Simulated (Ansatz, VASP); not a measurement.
**MoS2 in VASP and in Ansatz**

```
Mo S
1.0
     1.58550    0.91539    6.11500
    -1.58550    0.91539    6.11500
     0.00000   -1.83078    6.11500
Mo S
1 2
Direct
  0.00000 0.00000 0.00000
  0.25000 0.25000 0.25000
  0.75000 0.75000 0.75000
```

Alike in both runs: task single point; functional r2SCAN; k mesh 10 × 10 × 10; occupations fermi-dirac, width 0.05 eV; no spin polarisation.

|  | VASP | Ansatz |
| --- | --- | --- |
| version | VASP 6.6.1 | Ansatz 0.2.0 |
| potentials or method | VASP PAW PBE potentials, release 64 (Mo_sv, S) | Ansatz PAW |
| plane-wave cutoff (eV) | 520 | 500 |
| valence electrons in the cell | 26 | 26 |

|  | VASP | Ansatz | Ansatz less VASP |
| --- | --- | --- | --- |
| gap on the k mesh at the Fermi level (eV) | none | none | - |
| pressure (GPa) | 7.0 | 7.0 | -0.04 |
| traceless stress, the component that is largest in VASP (GPa) | 1.26 | 1.28 | +0.015 |
| rms of the force components (eV/Å) | 0.378 | 0.376 | -0.0023 |

VASP's potentials were made for PBE, not for r2SCAN. Atom by atom the forces differ by 0.002 eV/Å (rms over components). A gap of «none» marks a metal or a gap that the smearing closes.
